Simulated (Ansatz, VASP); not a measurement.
## Si4Ge in VASP and in Ansatz

```
CELL_PARAMETERS angstrom
-1.35521 1.35521 10.60792
1.35521 -1.35521 10.60792
1.35521 1.35521 -10.60792
ATOMIC_POSITIONS crystal
Si 0.70296 0.70296 0.00000
Si 0.10972 0.10972 0.00000
Si 0.89028 0.89028 0.00000
Si 0.29704 0.29704 0.00000
Ge 0.50000 0.50000 0.00000
```

Alike in both runs: functional PBE; k mesh 8 × 8 × 8; occupations gaussian, width 0.1 eV; no spin polarisation.

Ansatz relaxed the structure, and its values are those at the end. VASP's run is a single point on that final structure, the one shown.

```csv
,VASP,Ansatz
version,VASP 6.6.1,Ansatz 0.2.0
potentials or method,"VASP PAW PBE potentials, release 64 (Si, Ge_d), cutoff 520 eV","scalar-relativistic, plane waves, PAW"
valence electrons in the cell,30,30
```

|  | VASP | Ansatz | Ansatz less VASP |
| --- | --- | --- | --- |
| gap on the k mesh at the Fermi level (eV) | none | none | - |
| pressure (GPa) | 0.1 | 0.2 | +0.13 |
| rms of the force components (eV/Å) | 0.010 | 0.008 | -0.0014 |

A gap of «none» marks a metal or a gap that the smearing closes.

The k mesh is coarse, so the values compare programs but aren't converged.
